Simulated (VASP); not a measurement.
Input of a VASP 6.6.1 run:

File INCAR:

```
PREC     = Accurate       # precision mode
ENCUT    = 520            # plane-wave cutoff, eV
EDIFF    = 1E-6           # SCF threshold, eV
ISMEAR   = 0              # smearing method
SIGMA    = 0.1            # smearing width, eV
LREAL    = False          # projectors in reciprocal space
LASPH    = True           # aspherical terms in the spheres
NELM     = 100            # most SCF steps
ALGO     = Normal         # electronic algorithm
ISIF     = 2              # what is computed and relaxed
LWAVE    = False          # write WAVECAR
LCHARG   = False          # write CHGCAR
GGA      = PE             # functional
NBANDS   = 18             # bands
```

The input KPOINTS:

```
regular mesh
0
Gamma
  12 12 14
```

POSCAR

```
ZnH5
1.0
    3.7588962590      0.0000000000      0.0000000000
   -1.8794481295      3.2552996505      0.0000000000
    0.0000000000      0.0000000000      2.5119209352
Zn H
1 5
Direct
    0.0000000000      0.0000000000      0.0000000000
    0.5000000000      0.0000000000      0.5000000000
    0.5000000000      0.5000000000      0.5000000000
    0.0000000000      0.5000000000      0.5000000000
    0.3333333333      0.6666666667      0.0000000000
    0.6666666667      0.3333333333      0.0000000000
```

Potentials or basis: VASP PAW PBE potentials, release 64 (Zn, H).

Launch:

```sh
$ cat potpaw_PBE.64/Zn/POTCAR potpaw_PBE.64/H/POTCAR > POTCAR
$ mpirun -np 1 vasp_std > vasp.out
```

What does it give for the pressure?

0.0 GPa.

Estimate the band gap on the k mesh.

zero (an odd number of electrons rules out a gap without spin polarisation).
